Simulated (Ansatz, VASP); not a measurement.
B2SbP3 in VASP and in Ansatz

```
B Sb P
1.0
     5.28512    0.00000    0.00000
     0.00000    5.28512    0.00000
     0.00000    0.00000    3.69512
B Sb P
2 1 3
Direct
  0.00000 0.50000 0.00000
  0.50000 0.00000 0.00000
  0.00000 0.00000 0.50000
  0.00000 0.50000 0.50000
  0.50000 0.00000 0.50000
  0.50000 0.50000 0.50000
```

Alike in both runs: functional PBE; k mesh 4 × 4 × 6; occupations gaussian, width 0.1 eV; no spin polarisation.

Ansatz relaxed the structure, and its values are those at the end. VASP's run is a single point on that final structure, the one shown.

```csv
,VASP,Ansatz
version,VASP 6.6.1,Ansatz 0.2.0
potentials or method,"VASP PAW PBE potentials, release 64 (B, Sb, P), cutoff 520 eV","scalar-relativistic, plane waves, PAW"
valence electrons in the cell,26,36
```

VASP gave:

```
gap on the k mesh at the Fermi level (eV) : none
pressure (GPa)                            : -0.1
```

Task: Which values does Ansatz return?

Result: gap on the k mesh at the Fermi level (eV): none; pressure (GPa): 0.0.

A gap of «none» marks a metal or a gap that the smearing closes. The functional is the same, so the differences come from potentials, cutoffs and numerics. VASP's potentials hold 26 valence electrons a cell and Ansatz's 36, so a difference there can come from the potentials and not from the codes.

Neither program's run includes spin-orbit coupling.
